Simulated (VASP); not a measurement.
# Si7Ge (R3m) in VASP: single point with r2SCAN

Aim: the single point of Si7Ge with r2SCAN.

Everything below comes from runs of VASP 6.6.1. Logs are shortened: lines on timing, memory, paths and dates and some standing lists are left out, and cuts for length are marked.

## (1) The cell of the first run

The structure is trigonal, space group R3m (No. 160). Conventional cell: a = 7.733 Å, b = 7.733 Å, c = 9.471 Å, α = 90.00°, β = 90.00°, γ = 120.00°. Within 3.1 Å of Si (site symmetry 3m) lie 1 Ge at 2.35 Å and 3 Si at 2.39 Å. Within 3.1 Å of Si (site symmetry m) lie 4 Si at 2.36 to 2.39 Å. Within 3.1 Å of Si (site symmetry m) lie 3 Si at 2.36 to 2.37 Å and 1 Ge at 2.44 Å. Ge (site symmetry 3m) has 4 Si at 2.35 to 2.44 Å within 3.1 Å.

## (2) Single point, r2SCAN (atoms displaced along a vibrational mode)

POSCAR reads:

```
Si7Ge
1.0
    5.4679684304      0.0000000000      0.0000000000
    0.0000000000      5.4679684304      0.0000000000
    0.0000000000      0.0000000000      5.4679684304
Si Ge
7 1
Direct
    0.2753468450      0.2753468450      0.2753468450
   -0.0343141938      0.4933925784      0.4933925784
    0.4933925784      0.4933925784     -0.0343141938
    0.4933925784     -0.0343141938      0.4933925784
    0.7415320663      0.2174403203      0.7415320663
    0.7415320663      0.7415320663      0.2174403203
    0.2174403203      0.7415320663      0.7415320663
    0.0277167741      0.0277167741      0.0277167741
```

INCAR.step1 reads:

```
PREC = Accurate
ENCUT = 520
ISMEAR = 0
SIGMA = 0.05
LREAL = F
LASPH = T
NELM = 80
NBANDS = 31
GGA = PE
ALGO = Normal
EDIFF = 1E-4
LWAVE = T
LCHARG = F
```

INCAR.step2 reads:

```
PREC = Accurate
ENCUT = 520
EDIFF = 1E-6
ISMEAR = 0
SIGMA = 0.05
LREAL = F
LASPH = T
NELM = 80
ALGO = Normal
ISIF = 2
LWAVE = F
LCHARG = T
METAGGA = R2SCAN
LMIXTAU = T
LELF = T
LVHAR = T
NBANDS = 31
ISTART = 1
```

KPOINTS reads:

```
regular mesh
0
Gamma
  6 6 6
```

Potentials or basis: VASP PAW PBE potentials, release 64 (Si, Ge_d).

The run is started by

```bash
$ cat potpaw_PBE.64/Si/POTCAR potpaw_PBE.64/Ge_d/POTCAR > POTCAR
$ cp INCAR.step1 INCAR
$ mpirun -np 1 vasp_std > vasp.out
$ cp INCAR.step2 INCAR
$ mpirun -np 1 vasp_std > vasp.out
```

OUTCAR:

```text
PREC = Accurate
   ENCUT = 520
   EDIFF = 1E-6
   ISMEAR = 0
   LREAL = F
   LASPH = T
   NELM = 80
   ISIF = 2
   METAGGA = R2SCAN
   ISTART = 1

 ion  position               nearest neighbor table
   1  0.275  0.275  0.275-   8 2.35   3 2.39   4 2.39   2 2.39
   2  0.966  0.493  0.493-   7 2.36   6 2.37   5 2.37   1 2.39
   3  0.493  0.493  0.966-   6 2.36   5 2.37   7 2.37   1 2.39
   4  0.493  0.966  0.493-   5 2.36   6 2.37   7 2.37   1 2.39
   5  0.742  0.217  0.742-   4 2.36   3 2.37   2 2.37   8 2.44
   6  0.742  0.742  0.217-   3 2.36   2 2.37   4 2.37   8 2.44
   7  0.217  0.742  0.742-   2 2.36   3 2.37   4 2.37   8 2.44
   8  0.028  0.028  0.028-   1 2.35   5 2.44   6 2.44   7 2.44

  LATTYP: Found a simple cubic cell.
 ALAT       =     5.4679684304

  Lattice vectors:

 A1 = (   5.4679684304,   0.0000000000,   0.0000000000)
 A2 = (   0.0000000000,   5.4679684304,   0.0000000000)
 A3 = (   0.0000000000,   0.0000000000,   5.4679684304)

Analysis of symmetry for initial positions (statically):
=====================================================================
 Subroutine PRICEL returns:
 Original cell was already a primitive cell.

 Routine SETGRP: Setting up the symmetry group for a
 simple cubic supercell.

 Subroutine GETGRP returns: Found  6 space group operations
 (whereof  6 operations were pure point group operations)
 out of a pool of 48 trial point group operations.

The static configuration has the point symmetry C_3v.

Analysis of symmetry for dynamics (positions and initial velocities):
=====================================================================
 Subroutine PRICEL returns:
 Original cell was already a primitive cell.

 Routine SETGRP: Setting up the symmetry group for a
 simple cubic supercell.

 Subroutine GETGRP returns: Found  6 space group operations
 (whereof  6 operations were pure point group operations)
 out of a pool of 48 trial point group operations.

The dynamic configuration has the point symmetry C_3v.

 Subroutine INISYM returns: Found  6 space group operations
 (whereof  6 operations are pure point group operations),
 and found     1 'primitive' translations

----------------------------------------------------------------------------------------

                                     Primitive cell

  volume of cell :     163.4850

  direct lattice vectors                    reciprocal lattice vectors
     5.467968430  0.000000000  0.000000000     0.182883280  0.000000000  0.000000000
     0.000000000  5.467968430  0.000000000     0.000000000  0.182883280  0.000000000
     0.000000000  0.000000000  5.467968430     0.000000000  0.000000000  0.182883280

  length of vectors
     5.467968430  5.467968430  5.467968430     0.182883280  0.182883280  0.182883280

  position of ions in fractional coordinates (direct lattice)
     0.275346845  0.275346845  0.275346845
     0.965685806  0.493392578  0.493392578
     0.493392578  0.493392578  0.965685806
     0.493392578  0.965685806  0.493392578
     0.741532066  0.217440320  0.741532066
     0.741532066  0.741532066  0.217440320
     0.217440320  0.741532066  0.741532066
     0.027716774  0.027716774  0.027716774

  ion indices of the primitive-cell ions
   primitive index   ion index
                 1           1
                 2           2
                 3           3
                 4           4
                 5           5
                 6           6
                 7           7
                 8           8

----------------------------------------------------------------------------------------

 KPOINTS: regular mesh

Automatic generation of k-mesh.
 Grid dimensions read from file:
 generate k-points for:    6    6    6

 Generating k-lattice:

  Cartesian coordinates                     Fractional coordinates (reciprocal lattice)
     0.030480547  0.000000000  0.000000000     0.166666667  0.000000000  0.000000000
     0.000000000  0.030480547  0.000000000     0.000000000  0.166666667  0.000000000
     0.000000000  0.000000000  0.030480547     0.000000000  0.000000000  0.166666667

  Length of vectors
     0.030480547  0.030480547  0.030480547

  Shift w.r.t. Gamma in fractional coordinates (k-lattice)
     0.000000000  0.000000000  0.000000000

 Subroutine IBZKPT returns following result:
 ===========================================

 Found     32 irreducible k-points:

 Following reciprocal coordinates:
            Coordinates               Weight
  0.000000  0.000000  0.000000      1.000000
  0.166667  0.000000  0.000000      6.000000
  0.333333  0.000000  0.000000      6.000000
  0.500000  0.000000  0.000000      3.000000
  0.166667  0.166667  0.000000      6.000000
 -0.166667  0.166667  0.000000      6.000000
[... 16 lines left out ...]
 -0.166667  0.333333  0.333333      6.000000
  0.500000  0.333333  0.166667     12.000000
 [... further k-points ...]
   k-points           NKPTS =     32   k-points in BZ     NKDIM =     32   number of bands    NBANDS=     31
   number of dos      NEDOS =    301   number of ions     NIONS =      8
   total plane-waves  NPLWV =  74088
   dimension x,y,z NGX =    42 NGY =   42 NGZ =   42
   dimension x,y,z NGXF=    84 NGYF=   84 NGZF=   84
   ions per type =               7   1
   NGX,Y,Z   is equivalent  to a cutoff of  12.77, 12.77, 12.77 a.u.
   NGXF,Y,Z  is equivalent  to a cutoff of  25.54, 25.54, 25.54 a.u.
 SYSTEM =  unknown system
   PREC   = accura    normal or accurate (medium, high low for compatibility)
   ISTART =      1    job   : 0-new  1-cont  2-samecut
   ICHARG =      0    charge: 1-file 2-atom 10-const
   ISPIN  =      1    spin polarized calculation?
   LNONCOLLINEAR =      F non collinear calculations
   LSORBIT =      F    spin-orbit coupling
   LASPH  =      T    aspherical Exc in radial PAW
   ENCUT  =  520.0 eV  38.22 Ry    6.18 a.u.  10.17 10.17 10.17*2*pi/ulx,y,z
   NELM   =     80;   NELMIN=  2; NELMDL=  0     # of ELM steps
   EDIFF  = 0.1E-05   stopping-criterion for ELM
   LREAL  =      F    real-space projection
   EDIFFG = 0.1E-04   stopping-criterion for IOM
   NSW    =      0    number of steps for IOM
   IBRION =     -1    ionic relax: 0-MD 1-quasi-New 2-CG
   NFREE  =      0    steps in history (QN), initial steepest desc. (CG)
   ISIF   =      2    stress and relaxation
   ISYM   =      2    0-nonsym 1-usesym 2-fastsym
   POTIM  = 0.5000    time-step for ionic-motion
   TEBEG  =    0.0;   TEEND  =   0.0 temperature during run
   PSTRESS=    0.0 pullay stress
   NELECT =      42.0000    total number of electrons
   NUPDOWN=      -1.0000    fix difference up-down
   EMIN   =  10.00;   EMAX   =-10.00  energy-range for DOS
   EFERMI =   0.00;   METHOD = LEGACY
   ISMEAR =     0;   SIGMA  =   0.05  broadening in eV -4-tet -1-fermi 0-gaus
   EFERMI_NEDOS =   21; number of points for ismear=-14 and -15
   IALGO  =     38    algorithm
   IMIX   =      4    mixing-type and parameters
     AMIX     =   0.40;   BMIX     =  1.00
     AMIX_MAG =   1.60;   BMIX_MAG =  1.00
  volume/ion in A,a.u.               =      20.44       137.91
  Fermi-wavevector in a.u.,A,eV,Ry     =   1.040715  1.966667 14.736311  1.083088
  Thomas-Fermi vector in A             =   2.175304
   LORBIT       =      0    0 simple, 1 ext, 2 COOP (PROOUT), +10 PAW based schemes
   METAGGA = R2SCAN    functional components
   LHFCALC =     F    Hartree Fock is set to
   AEXX    =    0.0000 exact exchange contribution
   IVDW    =     0    specifies the selected vdW correction
   LEPSILON=     F    determine dielectric tensor
   LRPA    =     F    only Hartree local field effects (RPA)
 non-spin polarized calculation
 Gauss-broadening in eV      SIGMA  =   0.05
  energy-cutoff  :      520.00
  volume of cell :      163.49
 maximum number of plane-waves:      4436
 NGX is ok and might be reduce to    42
   NGX = 21   NGY = 21   NGZ = 21

 number of electron      41.9999988 magnetization

 Free energy of the ion-electron system (eV)
  ---------------------------------------------------
  ext. energy  EPLUGINS =         0.00000000
  ---------------------------------------------------
  free energy    TOTEN  =       -74.82913241 eV

  energy without entropy =      -74.82913241  energy(sigma->0) =      -74.82913241

 E-fermi :   5.7483     XC(G=0): -10.0033

 val. band max:        5.5300556302   @ k =   0.0000   0.0000   0.0000
 cond. band min:       6.0994023681   @ k =   0.0000   0.0000   0.0000
 fundamental gap:      0.5693467379
 Fermi energy:         5.7483334777

 k-point     1 :       0.0000    0.0000    0.0000
  band No.  band energies     occupation
      1     -19.2580      2.00000
      2     -19.2580      2.00000
      3     -19.2439      2.00000
      4     -19.2276      2.00000
      5     -19.2276      2.00000
      6      -7.0066      2.00000
[... 23 lines left out ...]
     30       8.5679      0.00000
     31       8.7728      0.00000

 k-point     2 :       0.1667    0.0000    0.0000
  band No.  band energies     occupation
      1     -19.2580      2.00000
      2     -19.2580      2.00000
      3     -19.2439      2.00000
      4     -19.2276      2.00000
      5     -19.2275      2.00000
      6      -6.8806      2.00000
[... 23 lines left out ...]
     30       9.1281      0.00000
     31       9.5080      0.00000

 k-point     3 :       0.3333    0.0000    0.0000
  band No.  band energies     occupation
      1     -19.2580      2.00000
      2     -19.2580      2.00000
      3     -19.2439      2.00000
      4     -19.2275      2.00000
      5     -19.2274      2.00000
      6      -6.5052      2.00000
[... 23 lines left out ...]
     30      10.2785      0.00000
     31      10.4180      0.00000

 k-point     4 :       0.5000    0.0000    0.0000
  band No.  band energies     occupation
      1     -19.2581      2.00000
      2     -19.2580      2.00000
      3     -19.2440      2.00000
      4     -19.2276      2.00000
      5     -19.2274      2.00000
      6      -5.9585      2.00000
[... 635 lines left out ...]
     30      10.5561      0.00000
     31      10.7009      0.00000

 k-point    23 :      -0.1667    0.3333    0.3333
  band No.  band energies     occupation
      1     -19.2581      2.00000
      2     -19.2581      2.00000
      3     -19.2440      2.00000
      4     -19.2275      2.00000
      5     -19.2274      2.00000
      6      -5.9156      2.00000
[... 23 lines left out ...]
     30      10.5963      0.00000
     31      10.7198      0.00000

 k-point    24 :       0.5000    0.3333    0.1667
  band No.  band energies     occupation
      1     -19.2581      2.00000
      2     -19.2581      2.00000
      3     -19.2440      2.00000
      4     -19.2274      2.00000
      5     -19.2274      2.00000
      6      -5.4196      2.00000
[... 23 lines left out ...]
     30      10.4388      0.00000
     31      10.5432      0.00000

 [... further k-points ...]
[... 5 lines left out ...]
  --------------------------------------------------------------------------------------
  -------------------------------------------------------------------------------------
  Total       -1.4472485     -1.4472485     -1.4472485      0.4460313      0.4460313      0.4460313
  in kB      -14.1832480    -14.1832480    -14.1832480      4.3711726      4.3711726      4.3711726
  external PRESSURE =     -14.1832480 kB  Pullay stress =       0.0000000 kB

 VOLUME and BASIS-vectors are now :
 -----------------------------------------------------------------------------
  energy-cutoff  :      520.00
  volume of cell :      163.49
      direct lattice vectors                 reciprocal lattice vectors
     5.467968430  0.000000000  0.000000000     0.182883280  0.000000000  0.000000000
     0.000000000  5.467968430  0.000000000     0.000000000  0.182883280  0.000000000
     0.000000000  0.000000000  5.467968430     0.000000000  0.000000000  0.182883280

 POSITION                                       TOTAL-FORCE (eV/Angst)
 -----------------------------------------------------------------------------------
      1.50559      1.50559      1.50559        -0.051683     -0.051683     -0.051683
      5.28034      2.69786      2.69786         0.381803     -0.081467     -0.081467
      2.69786      2.69786      5.28034        -0.081467     -0.081467      0.381803
      2.69786      5.28034      2.69786        -0.081467      0.381803     -0.081467
      4.05467      1.18896      4.05467         0.199876      0.381083      0.199876
      4.05467      4.05467      1.18896         0.199876      0.199876      0.381083
      1.18896      4.05467      4.05467         0.381083      0.199876      0.199876
      0.15155      0.15155      0.15155        -0.948021     -0.948021     -0.948021
 -----------------------------------------------------------------------------------
    total drift:                                0.004209      0.004209      0.004228

  FREE ENERGIE OF THE ION-ELECTRON SYSTEM (eV)
  ---------------------------------------------------
  free  energy   TOTEN  =       -74.8291324072 eV

  energy  without entropy=      -74.8291324072  energy(sigma->0) =      -74.82913241
```

Run time: 10 min. Hardware: 1 thread of Intel Xeon 8259CL, shared host; peak memory 0.37 GiB.

What came out:

* Free energy: -74.8291 eV
* Pressure: -1.4 GPa
* Largest force: 1.642 eV/Å
* Band gap on the k mesh: 0.57 eV

Forces on the atoms (eV/Å):
```
Si  -0.052 -0.052 -0.052
Si   0.382 -0.081 -0.081
Si  -0.081 -0.081  0.382
Si  -0.081  0.382 -0.081
Si   0.200  0.381  0.200
Si   0.200  0.200  0.381
Si   0.381  0.200  0.200
Ge  -0.948 -0.948 -0.948
```

Caveat: the cell differs from its parent crystal (atoms displaced along a vibrational mode); the PAW data sets were made with another functional, which shifts forces and pressure a little. A k mesh can miss the band edges.
